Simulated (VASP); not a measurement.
Here is a VASP 6.6.1 calculation.

INCAR

```
ALGO = Normal
EDIFF = 1E-7
ENCUT = 520
GGA = PS
ISIF = 2
ISMEAR = 0
LASPH = T
LCHARG = T
LELF = T
LREAL = F
LVHAR = T
LWAVE = F
NBANDS = 14
NELM = 80
PREC = Accurate
SIGMA = 0.15
```

Contents of KPOINTS:

```
k-points
0
Gamma
  18 18 18
```

The input POSCAR:

```
HfN
1.0
    0.0000000000      2.3154750000      2.2025250000
    2.3154750000      0.0000000000      2.2025250000
    2.3154750000      2.3154750000      0.0000000000
Hf N
1 1
Direct
    0.0000000000      0.0000000000      0.0000000000
    0.5000000000      0.5000000000      0.5000000000
```

Potentials or basis: VASP PAW PBE potentials, release 64 (Hf_pv, N).

The run is started by

```console
$ cat potpaw_PBE.64/Hf_pv/POTCAR potpaw_PBE.64/N/POTCAR > POTCAR
$ mpirun -np 1 vasp_std > vasp.out
```

Task: Estimate the pressure.

Result: -9.8 GPa.

Stress tensor (GPa, compression positive):
```
-17.63   0.00   0.00
  0.00 -17.63   0.00
  0.00   0.00   5.94
```

Caveat: the cell differs from its parent crystal (strain +0.025 along x and y, -0.025 along z); the PAW data sets were made with another functional, which shifts forces and pressure a little.
